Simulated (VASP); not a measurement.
# InP (F-43m) in VASP: single point with PBE

Aim: the single point of InP with PBE.

Program: VASP 6.6.1. These are calculated values, not measurements. Logs are shortened: lines on timing, memory, paths and dates and some standing lists are left out, and cuts for length are marked.

**1. The cell of the first run**

Symmetry: F-43m, No. 216, cubic system. The conventional cell has a = 5.861 Å, b = 5.861 Å, c = 5.861 Å, α = 90.00°, β = 90.00°, γ = 90.00°. In (site symmetry -43m) has 4 P at 2.54 Å within 3.3 Å. P (site symmetry -43m) has 4 In at 2.54 Å within 3.3 Å.

**2. Single point, PBE**

The input, INCAR:

```
PREC = Accurate
ENCUT = 500
EDIFF = 1E-6
ISMEAR = 0
SIGMA = 0.01
LREAL = F
LASPH = T
NELM = 120
ALGO = Normal
ISIF = 2
LWAVE = F
LCHARG = F
GGA = PE
NBANDS = 16
GGA_COMPAT = F
```

The input, KPOINTS:

```
regular mesh
0
Gamma
  7 7 7
```

The input, POSCAR:

```
InP
1.0
    0.0000000000      2.9305000000      2.9305000000
    2.9305000000      0.0000000000      2.9305000000
    2.9305000000      2.9305000000      0.0000000000
In P
1 1
Direct
    0.0000000000      0.0000000000      0.0000000000
    0.2500000000      0.2500000000      0.2500000000
```

Potentials or basis: VASP PAW PBE potentials, release 64 (In_d, P).

Launch:

```
cat potpaw_PBE.64/In_d/POTCAR potpaw_PBE.64/P/POTCAR > POTCAR
mpirun -np 1 vasp_std > vasp.out
```

OUTCAR:

```text
PREC = Accurate
   ENCUT = 500
   EDIFF = 1E-6
   ISMEAR = 0
   LREAL = F
   LASPH = T
   NELM = 120
   ISIF = 2
   GGA = PE

 ion  position               nearest neighbor table
   1  0.000  0.000  0.000-   2 2.54   2 2.54   2 2.54   2 2.54
   2  0.250  0.250  0.250-   1 2.54   1 2.54   1 2.54   1 2.54

  LATTYP: Found a face centered cubic cell.
 ALAT       =     5.8610000000

  Lattice vectors:

 A1 = (   0.0000000000,   2.9305000000,   2.9305000000)
 A2 = (   2.9305000000,   0.0000000000,   2.9305000000)
 A3 = (   2.9305000000,   2.9305000000,   0.0000000000)

Analysis of symmetry for initial positions (statically):
=====================================================================
 Subroutine PRICEL returns:
 Original cell was already a primitive cell.

 Routine SETGRP: Setting up the symmetry group for a
 face centered cubic supercell.

 Subroutine GETGRP returns: Found 24 space group operations
 (whereof 24 operations were pure point group operations)
 out of a pool of 48 trial point group operations.

The static configuration has the point symmetry T_d .

Analysis of symmetry for dynamics (positions and initial velocities):
=====================================================================
 Subroutine PRICEL returns:
 Original cell was already a primitive cell.

 Routine SETGRP: Setting up the symmetry group for a
 face centered cubic supercell.

 Subroutine GETGRP returns: Found 24 space group operations
 (whereof 24 operations were pure point group operations)
 out of a pool of 48 trial point group operations.

The dynamic configuration has the point symmetry T_d .

 Subroutine INISYM returns: Found 24 space group operations
 (whereof 24 operations are pure point group operations),
 and found     1 'primitive' translations

----------------------------------------------------------------------------------------

                                     Primitive cell

  volume of cell :      50.3333

  direct lattice vectors                    reciprocal lattice vectors
     0.000000000  2.930500000  2.930500000    -0.170619348  0.170619348  0.170619348
     2.930500000  0.000000000  2.930500000     0.170619348 -0.170619348  0.170619348
     2.930500000  2.930500000  0.000000000     0.170619348  0.170619348 -0.170619348

  length of vectors
     4.144352845  4.144352845  4.144352845     0.295521380  0.295521380  0.295521380

  position of ions in fractional coordinates (direct lattice)
     0.000000000  0.000000000  0.000000000
     0.250000000  0.250000000  0.250000000

  ion indices of the primitive-cell ions
   primitive index   ion index
                 1           1
                 2           2

----------------------------------------------------------------------------------------

 KPOINTS: regular mesh

Automatic generation of k-mesh.
 Grid dimensions read from file:
 generate k-points for:    7    7    7

 Generating k-lattice:

  Cartesian coordinates                     Fractional coordinates (reciprocal lattice)
    -0.024374193  0.024374193  0.024374193     0.142857143  0.000000000  0.000000000
     0.024374193 -0.024374193  0.024374193     0.000000000  0.142857143  0.000000000
     0.024374193  0.024374193 -0.024374193     0.000000000  0.000000000  0.142857143

  Length of vectors
     0.042217340  0.042217340  0.042217340

  Shift w.r.t. Gamma in fractional coordinates (k-lattice)
     0.000000000  0.000000000  0.000000000

 Subroutine IBZKPT returns following result:
 ===========================================

 Found     20 irreducible k-points:

 Following reciprocal coordinates:
            Coordinates               Weight
  0.000000  0.000000  0.000000      1.000000
  0.142857  0.000000  0.000000      8.000000
  0.285714  0.000000  0.000000      8.000000
  0.428571  0.000000  0.000000      8.000000
  0.142857  0.142857  0.000000      6.000000
  0.285714  0.142857  0.000000     24.000000
[... 12 lines left out ...]
 -0.428571  0.428571  0.142857     24.000000
 -0.285714  0.428571  0.142857     24.000000
   k-points           NKPTS =     20   k-points in BZ     NKDIM =     20   number of bands    NBANDS=     16
   number of dos      NEDOS =    301   number of ions     NIONS =      2
   total plane-waves  NPLWV =  27000
   dimension x,y,z NGX =    30 NGY =   30 NGZ =   30
   dimension x,y,z NGXF=    60 NGYF=   60 NGZF=   60
   ions per type =               1   1
   NGX,Y,Z   is equivalent  to a cutoff of  12.03, 12.03, 12.03 a.u.
   NGXF,Y,Z  is equivalent  to a cutoff of  24.07, 24.07, 24.07 a.u.
 SYSTEM =  unknown system
   PREC   = accura    normal or accurate (medium, high low for compatibility)
   ISTART =      0    job   : 0-new  1-cont  2-samecut
   ICHARG =      2    charge: 1-file 2-atom 10-const
   ISPIN  =      1    spin polarized calculation?
   LNONCOLLINEAR =      F non collinear calculations
   LSORBIT =      F    spin-orbit coupling
   LASPH  =      T    aspherical Exc in radial PAW
   ENCUT  =  500.0 eV  36.75 Ry    6.06 a.u.   7.56  7.56  7.56*2*pi/ulx,y,z
   NELM   =    120;   NELMIN=  2; NELMDL= -5     # of ELM steps
   EDIFF  = 0.1E-05   stopping-criterion for ELM
   LREAL  =      F    real-space projection
[... 7 lines left out ...]
   TEBEG  =    0.0;   TEEND  =   0.0 temperature during run
   PSTRESS=    0.0 pullay stress
   NELECT =      18.0000    total number of electrons
   NUPDOWN=      -1.0000    fix difference up-down
   EMIN   =  10.00;   EMAX   =-10.00  energy-range for DOS
   EFERMI =   0.00;   METHOD = LEGACY
   ISMEAR =     0;   SIGMA  =   0.01  broadening in eV -4-tet -1-fermi 0-gaus
   EFERMI_NEDOS =   21; number of points for ismear=-14 and -15
   IALGO  =     38    algorithm
   IMIX   =      4    mixing-type and parameters
     AMIX     =   0.40;   BMIX     =  1.00
     AMIX_MAG =   1.60;   BMIX_MAG =  1.00
  volume/ion in A,a.u.               =      25.17       169.83
  Fermi-wavevector in a.u.,A,eV,Ry     =   1.162021  2.195901 18.371846  1.350293
  Thomas-Fermi vector in A             =   2.298587
   LORBIT       =      0    0 simple, 1 ext, 2 COOP (PROOUT), +10 PAW based schemes
   GGA     = PE    functional components
   LHFCALC =     F    Hartree Fock is set to
   AEXX    =    0.0000 exact exchange contribution
   IVDW    =     0    specifies the selected vdW correction
   LEPSILON=     F    determine dielectric tensor
   LRPA    =     F    only Hartree local field effects (RPA)
 non-spin polarized calculation
 Gauss-broadening in eV      SIGMA  =   0.01
  energy-cutoff  :      500.00
  volume of cell :       50.33
 maximum number of plane-waves:      1299
 NGX is ok and might be reduce to    30
   NGX = 15   NGY = 15   NGZ = 15

 number of electron      18.0000009 magnetization

 Free energy of the ion-electron system (eV)
  ---------------------------------------------------
  ext. energy  EPLUGINS =         0.00000000
  ---------------------------------------------------
  free energy    TOTEN  =        -8.37792486 eV

  energy without entropy =       -8.37792486  energy(sigma->0) =       -8.37792486

 E-fermi :   5.2889     XC(G=0):  -9.2823

 val. band max:        5.1907002357   @ k =   0.0000   0.0000   0.0000
 cond. band min:       5.9021360869   @ k =   0.0000   0.0000   0.0000
 fundamental gap:      0.7114358511
 Fermi energy:         5.2889131622

 k-point     1 :       0.0000    0.0000    0.0000
  band No.  band energies     occupation
      1      -8.9974      2.00000
      2      -8.9974      2.00000
      3      -8.9974      2.00000
      4      -8.8455      2.00000
      5      -8.8455      2.00000
      6      -6.3268      2.00000
[... 8 lines left out ...]
     15      14.6393      0.00000
     16      14.6393      0.00000

 k-point     2 :       0.1429    0.0000    0.0000
  band No.  band energies     occupation
      1      -9.0217      2.00000
      2      -8.9879      2.00000
      3      -8.9879      2.00000
      4      -8.8453      2.00000
      5      -8.8453      2.00000
      6      -6.0948      2.00000
[... 8 lines left out ...]
     15      13.9084      0.00000
     16      14.6483      0.00000

 k-point     3 :       0.2857    0.0000    0.0000
  band No.  band energies     occupation
      1      -9.0728      2.00000
      2      -8.9699      2.00000
      3      -8.9699      2.00000
      4      -8.8412      2.00000
      5      -8.8412      2.00000
      6      -5.4646      2.00000
[... 8 lines left out ...]
     15      13.9351      0.00000
     16      14.1842      0.00000

 k-point     4 :       0.4286    0.0000    0.0000
  band No.  band energies     occupation
      1      -9.1111      2.00000
      2      -8.9597      2.00000
      3      -8.9597      2.00000
      4      -8.8334      2.00000
      5      -8.8334      2.00000
      6      -4.7420      2.00000
[... 8 lines left out ...]
     15      15.3175      0.00000
     16      15.3175      0.00000

 k-point     5 :       0.1429    0.1429    0.0000
  band No.  band energies     occupation
      1      -9.0392      2.00000
      2      -8.9785      2.00000
      3      -8.9785      2.00000
      4      -8.8534      2.00000
      5      -8.8389      2.00000
      6      -6.0184      2.00000
[... 8 lines left out ...]
     15      14.8223      0.00000
     16      15.2724      0.00000

 k-point     6 :       0.2857    0.1429    0.0000
  band No.  band energies     occupation
      1      -9.0800      2.00000
      2      -8.9627      2.00000
      3      -8.9587      2.00000
      4      -8.8581      2.00000
      5      -8.8326      2.00000
      6      -5.5191      2.00000
[... 8 lines left out ...]
     15      14.8319      0.00000
     16      15.7446      0.00000
[... 191 lines left out ...]
 k-point    17 :       0.4286    0.2857    0.1429
  band No.  band energies     occupation
      1      -9.1134      2.00000
      2      -8.9486      2.00000
      3      -8.9379      2.00000
      4      -8.8630      2.00000
      5      -8.8282      2.00000
      6      -4.9532      2.00000
[... 8 lines left out ...]
     15      16.0229      0.00000
     16      17.0845      0.00000

 k-point    18 :      -0.4286    0.2857    0.1429
  band No.  band energies     occupation
      1      -9.1320      2.00000
      2      -8.9464      2.00000
      3      -8.9238      2.00000
      4      -8.8570      2.00000
      5      -8.8310      2.00000
      6      -4.3214      2.00000
[... 8 lines left out ...]
     15      15.7407      0.00000
     16      16.9022      0.00000

 k-point    19 :      -0.4286    0.4286    0.1429
  band No.  band energies     occupation
      1      -9.1576      2.00000
      2      -8.9233      2.00000
      3      -8.9042      2.00000
      4      -8.8764      2.00000
      5      -8.8211      2.00000
      6      -4.0726      2.00000
[... 8 lines left out ...]
     15      16.4936      0.00000
     16      17.0787      0.00000

 k-point    20 :      -0.2857    0.4286    0.1429
  band No.  band energies     occupation
      1      -9.1475      2.00000
      2      -8.9369      2.00000
      3      -8.9051      2.00000
      4      -8.8654      2.00000
      5      -8.8303      2.00000
      6      -3.9429      2.00000
[... 8 lines left out ...]
     15      15.7560      0.00000
     16      17.7015      0.00000

------------------------ aborting loop because EDIFF is reached ----------------------------------------

  FORCE on cell =-STRESS in cart. coord.  units (eV):
  Direction    XX          YY          ZZ          XY          YZ          ZX
  --------------------------------------------------------------------------------------
  -------------------------------------------------------------------------------------
  Total        1.0280970      1.0280970      1.0280970      0.0000000      0.0000000      0.0000000
  in kB       32.7257420     32.7257420     32.7257420      0.0000000      0.0000000      0.0000000
  external PRESSURE =      32.7257420 kB  Pullay stress =       0.0000000 kB

 VOLUME and BASIS-vectors are now :
 -----------------------------------------------------------------------------
  energy-cutoff  :      500.00
  volume of cell :       50.33
      direct lattice vectors                 reciprocal lattice vectors
     0.000000000  2.930500000  2.930500000    -0.170619348  0.170619348  0.170619348
     2.930500000  0.000000000  2.930500000     0.170619348 -0.170619348  0.170619348
     2.930500000  2.930500000  0.000000000     0.170619348  0.170619348 -0.170619348

 POSITION                                       TOTAL-FORCE (eV/Angst)
 -----------------------------------------------------------------------------------
      0.00000      0.00000      0.00000        -0.000000     -0.000000     -0.000000
      1.46525      1.46525      1.46525         0.000000      0.000000      0.000000
 -----------------------------------------------------------------------------------
    total drift:                                0.000000      0.000000      0.000000

  FREE ENERGIE OF THE ION-ELECTRON SYSTEM (eV)
  ---------------------------------------------------
  free  energy   TOTEN  =        -8.3779248552 eV

  energy  without entropy=       -8.3779248552  energy(sigma->0) =       -8.37792486
```

Wall time 17 s (1 thread of Intel Xeon Platinum 8375C at 2.90GHz (Ice Lake), shared host); peak memory 0.16 GiB.

What came out:

```
Free energy            : -8.3779 eV
Pressure               : 3.3 GPa
Band gap on the k mesh : 0.71 eV
```

Caveat: the cell stands under pressure; spin-orbit coupling is left out, which moves the levels of the heavy elements.
